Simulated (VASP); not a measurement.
Wanted: the native input for a VASP 6.6.1 run.

```yaml
Task: single point
Functional: PBE
Potentials_or_basis: VASP PAW PBE potentials, release 64 (Ce, O_h)
Cutoff: 910 eV
k_mesh: 12 × 12 × 12
Occupations: gaussian, width 0.05 eV
Spin: no spin polarisation
Hubbard_terms: Ce f U = 5.0 eV
Dipole_correction: no
Further_INCAR_settings: ALGO = Normal; EDIFF = 1e-06; NBANDS = 19
```

The structure of CeO2 lies in POSCAR:

```
CeO2
1.0
    0.0000000000      2.7175505849      2.7175505849
    2.7175505849      0.0000000000      2.7175505849
    2.7175505849      2.7175505849      0.0000000000
Ce O
1 2
Direct
    0.0000000000      0.0000000000      0.0000000000
    0.2500000000      0.2500000000      0.2500000000
    0.7500000000      0.7500000000      0.7500000000
```

These files were run (other wordings do the same):

INCAR

```
SYSTEM = CeO2
ALGO = Normal ; EDIFF = 1E-6
ENCUT = 910 ; GGA = PE
GGA_COMPAT = .False. ; ISIF = 2
ISMEAR = 0 ; LASPH = .True.
LCHARG = .False. ; LDAU = .True.
LDAUJ = 0 0 ; LDAUL = 3 -1
LDAUPRINT = 1 ; LDAUTYPE = 2
LDAUU = 5 0 ; LMAXMIX = 6
LREAL = .False. ; LWAVE = .False.
NBANDS = 19 ; NELM = 200
PREC = Accurate ; SIGMA = 0.05
```

KPOINTS

```
k-points
0
Gamma
  12 12 12
  0 0 0
```

Potentials or basis: VASP PAW PBE potentials, release 64 (Ce, O_h).

Launch:

```console
$ cat potpaw_PBE.64/Ce/POTCAR potpaw_PBE.64/O_h/POTCAR > POTCAR
$ mpirun -np 1 vasp_std > vasp.out
```

Results of the run:

- Pressure: 6.9 GPa
- Band gap on the k mesh: 2.37 eV (least direct gap 2.58 eV)

Caveat: the cutoff is under 1.25 times the usual one of these potentials, so pressure, stress and relaxed cells hold a basis-set (Pulay) error; the cell stands under pressure; spin-orbit coupling is left out, which moves the levels of the heavy elements.

Run time: 2.7 min on 1 thread of AMD EPYC 7R13 Processor (Zen 3), on a shared host, peak memory 0.32 GiB.
